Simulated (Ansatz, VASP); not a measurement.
# One calculation of TaN, two programs

Contents of INCAR:

```
SYSTEM = TaN
PREC = Accurate ; ENCUT = 520
EDIFF = 1E-7 ; ISMEAR = 0
SIGMA = 0.15 ; LREAL = .FALSE.
LASPH = .TRUE. ; NELM = 80
ALGO = Normal ; ISIF = 2
LWAVE = .FALSE. ; LCHARG = .FALSE.
GGA = PS ; NBANDS = 15
```

KPOINTS

```
Automatic mesh
0
G
  20 20 20
  0 0 0
```

The input POSCAR:

```
TaN
1.0
    0.1773900012      2.2400644333      2.2400644333
    2.2400644333      0.1773900012      2.2400644333
    2.2400644333      2.2400644333      0.1773900012
Ta N
1 1
Direct
    0.5000000000      0.5000000000      0.5000000000
    0.0000000000      0.0000000000      0.0000000000
```

Input for Ansatz:

```yaml
crystal:
  lattice:
    - [0.1773900012, 2.2400644333, 2.2400644333]
    - [2.2400644333, 0.1773900012, 2.2400644333]
    - [2.2400644333, 2.2400644333, 0.1773900012]
  atoms:
    - { symbol: Ta, position: [0.5, 0.5, 0.5] }
    - { symbol: "N", position: [0.0, 0.0, 0.0] }
basis:
  ecutwfc: 520.0
kpoints:
  mp_grid: { grid: [20, 20, 20] }
hamiltonian:
  xc: pbesol
  pseudopotentials: { kind: paw, azcp: { folder: soft_1 } }
scf:
  occupations: { method: gaussian, width: 0.15 }
output:
  forces: true
  stress: true
  eigenvalues: true
```

Alike in both runs: task single point; functional PBEsol; k mesh 20 × 20 × 20; occupations gaussian, width 0.15 eV; no spin polarisation.

```csv
,VASP,Ansatz
version,VASP 6.6.1,Ansatz 0.2.0
potentials or method,"VASP PAW PBE potentials, release 64 (Ta_pv, N), cutoff 520 eV","scalar-relativistic, plane waves, PAW"
valence electrons in the cell,16,18
```

```csv
,VASP,Ansatz,Ansatz less VASP
gap on the k mesh at the Fermi level (eV),none,none,-
pressure (GPa),24.4,22.8,-1.61
"traceless stress, the component that is largest in VASP (GPa)",-5.37,-5.47,-0.103
```

VASP's potentials were made for PBE, not for PBEsol, and Ansatz warns of the same on its side. A gap of «none» marks a metal or a gap that the smearing closes. VASP's potentials hold 16 valence electrons a cell and Ansatz's 18, so a difference there can come from the potentials and not from the codes.

Neither program's run includes spin-orbit coupling.
